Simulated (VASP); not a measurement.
Here is a VASP 6.6.1 calculation.

INCAR

```
SYSTEM = ZnO
PREC = Accurate ; ENCUT = 600
EDIFF = 1E-6 ; ISMEAR = 0
SIGMA = 0.05 ; LREAL = .False.
LASPH = .True. ; NELM = 120
ALGO = Normal ; ISIF = 2
LWAVE = .False. ; LCHARG = .True.
GGA = PE ; LELF = .True.
LVHAR = .True. ; NBANDS = 16
GGA_COMPAT = .False.
```

Contents of KPOINTS:

```
Automatic mesh
0
Gamma
  6 6 6
  0 0 0
```

Contents of POSCAR:

```
ZnO
1.0
    2.5946121097      0.0000000000      0.0000000000
    0.0000000000      2.5946121097      0.0000000000
    0.0000000000      0.0000000000      2.5946121097
Zn O
1 1
Direct
    0.0000000000      0.0000000000      0.0000000000
    0.5000000000      0.5000000000      0.5000000000
```

Potentials or basis: VASP PAW PBE potentials, release 64 (Zn, O).

Launch:

```console
$ cat potpaw_PBE.64/Zn/POTCAR potpaw_PBE.64/O/POTCAR > POTCAR
$ mpirun -np 1 vasp_std > vasp.out
```

(1) Predict the band gap on the k mesh.

(2) Predict the pressure.

Answers

(1) zero (band 9 reaches 4.19 eV, above the bottom of band 10 at 3.93 eV).

(2) 22.8 GPa.

Caveat: the k points lie up to 0.40 Å⁻¹ apart.
